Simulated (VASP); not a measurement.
Write the native input for VASP 6.6.1 that does the following.

```
Task                   : single point
Functional             : PBE
Potentials or basis    : VASP PAW PBE potentials, release 64 (Re, Sb)
Cutoff                 : 520 eV
k mesh                 : 12 × 12 × 12
Occupations            : fermi-dirac, width 0.08 eV
Spin                   : no spin polarisation
Dipole correction      : no
Further INCAR settings : ALGO = Normal; EDIFF = 1e-06; NBANDS = 13
```

The structure of ReSb (zincblende type) lies in POSCAR:

```
ReSb
1.0
    0.0000000000      2.8431284559      2.8431284559
    2.8431284559      0.0000000000      2.8431284559
    2.8431284559      2.8431284559      0.0000000000
Re Sb
1 1
Direct
    0.0000000000      0.0000000000      0.0000000000
    0.2500000000      0.2500000000      0.2500000000
```

One way to write it, as run:

INCAR

```
  ALGO = Normal
  EDIFF = 1E-6
  ENCUT = 520
  GGA = PE
  ISIF = 2
  ISMEAR = -1
  LASPH = True
  LCHARG = False
  LREAL = False
  LWAVE = False
  NBANDS = 13
  NELM = 80
  PREC = Accurate
  SIGMA = 0.08
```

KPOINTS

```
k-points
0
Gamma
  12 12 12
```

Potentials or basis: VASP PAW PBE potentials, release 64 (Re, Sb).

The run is started by

```bash
$ cat potpaw_PBE.64/Re/POTCAR potpaw_PBE.64/Sb/POTCAR > POTCAR
$ mpirun -np 1 vasp_std > vasp.out
```

Results of the run:

```yaml
Pressure: 25.1 GPa
Band_gap_on_the_k_mesh: zero (bands 6 and 7 overlap by 0.03 eV)
```

Caveat: the cell stands under pressure; spin-orbit coupling is left out, which moves the levels of the heavy elements.

It took 91 s on 1 thread of Intel Xeon 8259CL, with other jobs on the host, peak memory 0.2 GiB.
